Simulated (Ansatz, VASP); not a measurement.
# Two plane-wave programs on SrCuB5

```
Sr Cu B
1.0
     2.54749    1.47080    5.34083
    -2.54749    1.47080    5.34083
     0.00000   -2.94159    5.34083
Sr Cu B
1 1 5
Direct
  0.00000 0.00000 0.00000
  0.50000 0.50000 0.50000
  0.50000 0.50000 0.00000
  0.00000 0.50000 0.50000
  0.50000 0.00000 0.50000
  0.14475 0.14475 0.14475
  0.85525 0.85525 0.85525
```

Alike in both runs: task single point; functional PBE; k mesh 6 × 6 × 6; occupations gaussian, width 0.1 eV; no spin polarisation.

```csv
,VASP,Ansatz
version,VASP 6.6.1,Ansatz 0.2.0
potentials or method,"VASP PAW PBE potentials, release 64 (Sr_sv, Cu, B), cutoff 520 eV","scalar-relativistic, plane waves, PAW"
valence electrons in the cell,36,44
```

VASP gave:

- gap on the k mesh at the Fermi level (eV): none
- pressure (GPa): -4.5
- traceless stress, the component that is largest in VASP (GPa): 6.47
- rms of the force components (eV/Å): 0.983

**Question.** Estimate Ansatz's values.

**Answer.** gap on the k mesh at the Fermi level (eV): none; pressure (GPa): -4.8; traceless stress, the component that is largest in VASP (GPa): 6.48; rms of the force components (eV/Å): 0.976.

Atom by atom the forces differ by 0.008 eV/Å (rms over components). A gap of «none» marks a metal or a gap that the smearing closes. With one functional, cell and mesh, what is left measures potentials, basis and numerics. VASP's potentials hold 36 valence electrons a cell and Ansatz's 44, so a difference there can come from the potentials and not from the codes.
